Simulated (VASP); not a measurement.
# SiMo3 (P4_2/mmc) in VASP: further runs

The runs below take SiMo3 through single point, with PBEsol.

All numbers are computed with VASP 6.6.1; they aren't measurements. Logs are shortened: lines on timing, memory, paths and dates and some standing lists are left out, and cuts for length are marked.

## (1) The cell of the first run

The structure is tetragonal, space group P4_2/mmc (No. 131). The conventional cell has a = 4.862 Å, b = 4.862 Å, c = 5.251 Å, α = 90.00°, β = 90.00°, γ = 90.00°. Within 3.6 Å of Si (site symmetry mmm) lie 12 Mo at 2.72 to 2.89 Å. Mo (site symmetry m2m) has 10 Mo at 2.43 to 3.14 Å and 4 Si at 2.72 to 2.89 Å within 3.2 Å. Mo (site symmetry -4m2) has 10 Mo at 2.63 to 3.02 Å and 4 Si at 2.76 Å within 3.5 Å.

## (2) Single point, PBEsol (strain +0.000 along x and y, +0.080 along z)

File INCAR:

```
SYSTEM = SiMo3
PREC     = Accurate       ! precision mode
ENCUT    = 520            ! plane-wave cutoff, eV
EDIFF    = 1E-7           ! SCF threshold, eV
ISMEAR   = 0              ! smearing method
SIGMA    = 0.15           ! smearing width, eV
LREAL    = .False.        ! projectors in reciprocal space
LASPH    = .True.         ! aspherical terms in the spheres
NELM     = 80             ! most SCF steps
ALGO     = Fast           ! electronic algorithm
ISIF     = 2              ! what is computed and relaxed
LWAVE    = .False.        ! write WAVECAR
LCHARG   = .True.         ! write CHGCAR
GGA      = PS             ! functional
LELF     = .True.         ! ELF
LVHAR    = .True.       
NBANDS   = 56             ! bands
```

File KPOINTS:

```
regular mesh
0
Gamma
  8 8 8
  0 0 0
```

File POSCAR:

```
SiMo3
1.0
    4.8615851677      0.0000000000      0.0000000000
    0.0000000000      4.8615851677      0.0000000000
    0.0000000000      0.0000000000      5.2505119811
Si Mo
2 6
Direct
    0.0000000000      0.0000000000      0.0000000000
    0.5000000000      0.5000000000      0.5000000000
    0.2500000000      0.0000000000      0.5000000000
    0.5000000000      0.7500000000      0.0000000000
    0.7500000000      0.0000000000      0.5000000000
    0.5000000000      0.2500000000      0.0000000000
    0.0000000000      0.5000000000      0.7500000000
    0.0000000000      0.5000000000      0.2500000000
```

Potentials or basis: VASP PAW PBE potentials, release 64 (Si, Mo_sv).

Command:

```sh
$ cat potpaw_PBE.64/Si/POTCAR potpaw_PBE.64/Mo_sv/POTCAR > POTCAR
$ mpirun -np 1 vasp_std > vasp.out
```

OUTCAR:

```text
SYSTEM = SiMo3
   PREC = Accurate
   ENCUT = 520
   EDIFF = 1E-7
   ISMEAR = 0
   LREAL = .False.
   LASPH = .True.
   NELM = 80
   ISIF = 2
   GGA = PS

 ion  position               nearest neighbor table
   1  0.000  0.000  0.000-   4 2.72   6 2.72   4 2.72   6 2.72   7 2.76   8 2.76   7 2.76   8 2.76
                             5 2.89   3 2.89   3 2.89   5 2.89
   2  0.500  0.500  0.500-   3 2.72   5 2.72   3 2.72   5 2.72   7 2.76   8 2.76   7 2.76   8 2.76
                             4 2.89   6 2.89   4 2.89   6 2.89
   3  0.250  0.000  0.500-   5 2.43   5 2.43   2 2.72   2 2.72   1 2.89   1 2.89   8 3.02   7 3.02
                             8 3.02   7 3.02   6 3.14   4 3.14   4 3.14   6 3.14
   4  0.500  0.750  0.000-   6 2.43   6 2.43   1 2.72   1 2.72   2 2.89   2 2.89   8 3.02   7 3.02
                             7 3.02   8 3.02   3 3.14   5 3.14   3 3.14   5 3.14
   5  0.750  0.000  0.500-   3 2.43   3 2.43   2 2.72   2 2.72   1 2.89   1 2.89   8 3.02   7 3.02
                             8 3.02   7 3.02   6 3.14   4 3.14   4 3.14   6 3.14
   6  0.500  0.250  0.000-   4 2.43   4 2.43   1 2.72   1 2.72   2 2.89   2 2.89   8 3.02   7 3.02
                             7 3.02   8 3.02   5 3.14   3 3.14   3 3.14   5 3.14
   7  0.000  0.500  0.750-   8 2.63   8 2.63   1 2.76   2 2.76   1 2.76   2 2.76   3 3.02   4 3.02
                             5 3.02   3 3.02   5 3.02   6 3.02   4 3.02   6 3.02
   8  0.000  0.500  0.250-   7 2.63   7 2.63   1 2.76   2 2.76   1 2.76   2 2.76   3 3.02   4 3.02
                             5 3.02   3 3.02   5 3.02   6 3.02   4 3.02   6 3.02

  LATTYP: Found a simple tetragonal cell.
 ALAT       =     4.8615851677
 C/A-ratio  =     1.0800000000

  Lattice vectors:

 A1 = (   4.8615851677,   0.0000000000,   0.0000000000)
 A2 = (   0.0000000000,   4.8615851677,   0.0000000000)
 A3 = (   0.0000000000,   0.0000000000,   5.2505119811)

Analysis of symmetry for initial positions (statically):
=====================================================================
 Subroutine PRICEL returns:
 Original cell was already a primitive cell.

 Routine SETGRP: Setting up the symmetry group for a
 simple tetragonal supercell.

 Subroutine GETGRP returns: Found 16 space group operations
 (whereof  8 operations were pure point group operations)
 out of a pool of 16 trial point group operations.

The static configuration has the point symmetry D_2h.
 The point group associated with its full space group is D_4h.

Analysis of symmetry for dynamics (positions and initial velocities):
=====================================================================
 Subroutine PRICEL returns:
 Original cell was already a primitive cell.

 Routine SETGRP: Setting up the symmetry group for a
 simple tetragonal supercell.

 Subroutine GETGRP returns: Found 16 space group operations
[... 123 lines left out ...]
   ISYM   =      2    0-nonsym 1-usesym 2-fastsym
   POTIM  = 0.5000    time-step for ionic-motion
   TEBEG  =    0.0;   TEEND  =   0.0 temperature during run
   PSTRESS=    0.0 pullay stress
   NELECT =      92.0000    total number of electrons
   NUPDOWN=      -1.0000    fix difference up-down
   EMIN   =  10.00;   EMAX   =-10.00  energy-range for DOS
   EFERMI =   0.00;   METHOD = LEGACY
   ISMEAR =     0;   SIGMA  =   0.15  broadening in eV -4-tet -1-fermi 0-gaus
   EFERMI_NEDOS =   21; number of points for ismear=-14 and -15
   IALGO  =     68    algorithm
   IMIX   =      4    mixing-type and parameters
     AMIX     =   0.40;   BMIX     =  1.00
     AMIX_MAG =   1.60;   BMIX_MAG =  1.00
  volume/ion in A,a.u.               =      15.51       104.68
  Fermi-wavevector in a.u.,A,eV,Ry     =   1.481670  2.799951 29.869514  2.195347
  Thomas-Fermi vector in A             =   2.595552
   LORBIT       =      0    0 simple, 1 ext, 2 COOP (PROOUT), +10 PAW based schemes
   GGA     = PS    functional components
   LHFCALC =     F    Hartree Fock is set to
   AEXX    =    0.0000 exact exchange contribution
   IVDW    =     0    specifies the selected vdW correction
   LEPSILON=     F    determine dielectric tensor
   LRPA    =     F    only Hartree local field effects (RPA)
 non-spin polarized calculation
 RMM-DIIS sequential band-by-band and
 Gauss-broadening in eV      SIGMA  =   0.15
  energy-cutoff  :      520.00
  volume of cell :      124.10
 maximum number of plane-waves:      3364
   NGX = 19   NGY = 19   NGZ = 19

 number of electron      92.0000002 magnetization

 Free energy of the ion-electron system (eV)
  ---------------------------------------------------
  ext. energy  EPLUGINS =         0.00000000
  ---------------------------------------------------
  free energy    TOTEN  =       -84.23673636 eV

  energy without entropy =      -84.18899171  energy(sigma->0) =      -84.21286403

 E-fermi :  11.6947     XC(G=0): -12.9079

 val. band max:       11.6832398311   @ k =   0.5000   0.0000   0.5000
 cond. band min:      11.7131991246   @ k =   0.5000   0.0000   0.2500
 fundamental gap:      0.0299592936
 Fermi energy:        11.6946929794

 k-point     1 :       0.0000    0.0000    0.0000
  band No.  band energies     occupation
      1     -49.4862      2.00000
      2     -49.4302      2.00000
      3     -49.2964      2.00000
      4     -49.1350      2.00000
      5     -49.0622      2.00000
      6     -49.0622      2.00000
[... 1405 lines left out ...]
     55      13.8692      0.00000
     56      14.2296      0.00000

 [... further k-points ...]
[... 5 lines left out ...]
  --------------------------------------------------------------------------------------
  -------------------------------------------------------------------------------------
  Total       -7.0780527     -7.0780527    -21.7601379      0.0000000      0.0000000      0.0000000
  in kB      -91.3833178    -91.3833178   -280.9407739      0.0000000      0.0000000      0.0000000
  external PRESSURE =    -154.5691365 kB  Pullay stress =       0.0000000 kB

 VOLUME and BASIS-vectors are now :
 -----------------------------------------------------------------------------
  energy-cutoff  :      520.00
  volume of cell :      124.10
      direct lattice vectors                 reciprocal lattice vectors
     4.861585168  0.000000000  0.000000000     0.205694226  0.000000000  0.000000000
     0.000000000  4.861585168  0.000000000     0.000000000  0.205694226  0.000000000
     0.000000000  0.000000000  5.250511981     0.000000000  0.000000000  0.190457617

 POSITION                                       TOTAL-FORCE (eV/Angst)
 -----------------------------------------------------------------------------------
      0.00000      0.00000      0.00000        -0.000000      0.000000      0.000000
      2.43079      2.43079      2.62526        -0.000000      0.000000      0.000000
      1.21540      0.00000      2.62526         0.109078      0.000000      0.000000
      2.43079      3.64619      0.00000        -0.000000      0.109078      0.000000
      3.64619      0.00000      2.62526        -0.109078      0.000000      0.000000
      2.43079      1.21540      0.00000        -0.000000     -0.109078      0.000000
      0.00000      2.43079      3.93788        -0.000000      0.000000      0.000000
      0.00000      2.43079      1.31263        -0.000000      0.000000     -0.000000
 -----------------------------------------------------------------------------------
    total drift:                                0.000000      0.000000     -0.000000

  FREE ENERGIE OF THE ION-ELECTRON SYSTEM (eV)
  ---------------------------------------------------
  free  energy   TOTEN  =       -84.2367363597 eV

  energy  without entropy=      -84.1889917069  energy(sigma->0) =      -84.21286403
```

OSZICAR:

```text
N       E                     dE             d eps       ncg     rms          rms(c)
DAV:   1     0.110063893306E+04    0.11006E+04   -0.55956E+04  8480   0.167E+03
DAV:   2    -0.389550472331E+02   -0.11396E+04   -0.11104E+04  9016   0.521E+02
DAV:   3    -0.879021936480E+02   -0.48947E+02   -0.47220E+02 10984   0.958E+01
[... 11 lines left out ...]
RMM:  15    -0.842367330586E+02   -0.10136E-04   -0.11381E-04 11976   0.281E-02    0.631E-03
RMM:  16    -0.842367354117E+02   -0.23532E-05   -0.20290E-05 10952   0.143E-02    0.584E-03
RMM:  17    -0.842367360180E+02   -0.60628E-06   -0.98798E-06 10385   0.870E-03    0.157E-03
RMM:  18    -0.842367363002E+02   -0.28218E-06   -0.31381E-06 10005   0.417E-03    0.136E-03
RMM:  19    -0.842367363597E+02   -0.59505E-07   -0.91460E-07  6913   0.164E-03
   1 F= -.84236736E+02 E0= -.84212864E+02  d E =-.477447E-01
```

Wall time 8.9 min (1 thread of Oxide Virtual Turin-like, shared host); peak memory 0.44 GiB.

What came out:

* Free energy: -84.2367 eV
* Pressure: -15.5 GPa
* Largest force: 0.109 eV/Å
* Band gap on the k mesh: zero (band 46 reaches 12.92 eV, above the bottom of band 47 at 10.83 eV)

Forces on the atoms (eV/Å):
```
Si   0.000  0.000  0.000
Si   0.000  0.000  0.000
Mo   0.109  0.000  0.000
Mo   0.000  0.109  0.000
Mo  -0.109  0.000  0.000
Mo   0.000 -0.109  0.000
Mo   0.000  0.000  0.000
Mo   0.000  0.000  0.000
```

Levels at points of the mesh, in eV from the Fermi level:
```
           k point  band 44  band 45  band 46  band 47  band 48  band 49
(0.00, 0.00, 0.00)    -1.33     0.93     1.23     1.23     1.62     1.85
(0.50, 0.00, 0.00)    -1.40     0.08     0.36     0.75     0.82     0.88
(0.50, 0.50, 0.00)    -1.07    -0.77    -0.66    -0.66    -0.51    -0.17
(0.00, 0.00, 0.50)    -1.77     0.26     0.26     1.01     1.01     1.67
(0.50, 0.00, 0.50)    -0.88    -0.74    -0.53    -0.52    -0.34    -0.01
(0.50, 0.50, 0.50)    -1.50    -1.02    -1.02    -0.86    -0.86     1.02
```

Caveat: the cell differs from its parent crystal (strain +0.000 along x and y, +0.080 along z); the PAW data sets were made with another functional, which shifts forces and pressure a little.

## (3) Single point, PBEsol (strain +0.080 along x and y, +0.000 along z)

File INCAR:

```
SYSTEM = SiMo3
  ALGO = Fast
  EDIFF = 1E-6
  ENCUT = 520
  GGA = PS
  ISIF = 2
  ISMEAR = 0
  LASPH = .True.
  LCHARG = .False.
  LREAL = .False.
  LWAVE = .False.
  NBANDS = 56
  NELM = 100
  PREC = Accurate
  SIGMA = 0.15
```

File KPOINTS:

```
k-points
0
Gamma
  8 8 8
  0 0 0
```

Edit POSCAR of step 2 so:

```diff
@@ -2,5 +2,5 @@
 1.0
-    4.8615851677      0.0000000000      0.0000000000
-    0.0000000000      4.8615851677      0.0000000000
-    0.0000000000      0.0000000000      5.2505119811
+    5.2505119811      0.0000000000      0.0000000000
+    0.0000000000      5.2505119811      0.0000000000
+    0.0000000000      0.0000000000      4.8615851677
 Si Mo
```

Potentials or basis: VASP PAW PBE potentials, release 64 (Si, Mo_sv).

Command:

```sh
$ cat potpaw_PBE.64/Si/POTCAR potpaw_PBE.64/Mo_sv/POTCAR > POTCAR
$ mpirun -np 1 vasp_std > vasp.out
```

Wall time 12 min (1 thread of Oxide Virtual Turin-like, shared host); peak memory 0.47 GiB.

The run converged. Its results:

* Free energy: -82.8168 eV
* Pressure: -27.8 GPa
* Largest force: 0.078 eV/Å
* Band gap on the k mesh: zero (band 46 reaches 11.51 eV, above the bottom of band 47 at 9.72 eV)

Forces on the atoms (eV/Å):
```
Si   0.000  0.000  0.000
Si   0.000  0.000  0.000
Mo  -0.078  0.000  0.000
Mo   0.000 -0.078  0.000
Mo   0.078  0.000  0.000
Mo   0.000  0.078  0.000
Mo   0.000  0.000  0.000
Mo   0.000  0.000  0.000
```

Stress tensor (GPa, compression positive):
```
-33.44   0.00   0.00
  0.00 -33.44   0.00
  0.00   0.00 -16.60
```

Levels at points of the mesh, in eV from the Fermi level:
```tsv
k point	band 42	band 43	band 44	band 45	band 46	band 47	band 48	band 49	band 50	band 51
(0.00, 0.00, 0.00)	-1.67	-1.45	-1.20	0.93	0.93	1.14	1.19	1.76	1.92	1.93
(0.50, 0.00, 0.00)	-1.79	-1.61	-1.61	-0.01	0.37	0.84	0.93	1.08	1.19	1.49
(0.50, 0.50, 0.00)	-1.00	-0.89	-0.89	-0.66	-0.32	-0.28	-0.19	-0.01	0.29	1.07
(0.00, 0.00, 0.50)	-2.04	-1.35	-1.35	0.11	0.11	0.69	0.69	0.97	0.97	1.16
(0.50, 0.00, 0.50)	-0.97	-0.88	-0.85	-0.77	-0.63	-0.56	-0.37	-0.14	0.04	0.69
(0.50, 0.50, 0.50)	-1.36	-1.33	-1.33	-1.17	-1.17	-0.74	-0.74	0.93	0.93	1.03
```

Caveat: the cell differs from its parent crystal (strain +0.080 along x and y, +0.000 along z); the PAW data sets were made with another functional, which shifts forces and pressure a little.
